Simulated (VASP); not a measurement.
Crystal: Rh.

```xyz
1
Lattice="0.0000 1.8979 1.8979 1.8979 0.0000 1.8979 1.8979 1.8979 0.0000" Properties=species:S:1:pos:R:3 pbc="T T T"
Rh    0.0000    0.0000    0.0000
```

Base run:

```yaml
Program: VASP 6.6.1
Functional: r2SCAN
Potentials_or_basis: VASP PAW PBE potentials, release 64 (Rh_pv)
Cutoff: 550 eV
k_mesh: 10 × 10 × 10
Occupations: methfessel-paxton, width 0.1 eV
Spin: no spin polarisation
```

Its results: pressure 2.0 GPa.

Q: The run is repeated on the same cell with these changes: k mesh from 10 × 10 × 10 to 8 × 8 × 8. What comes out?

A: Pressure 2.8 GPa.

Caveats: the PAW data sets were made with another functional, which shifts forces and pressure a little.
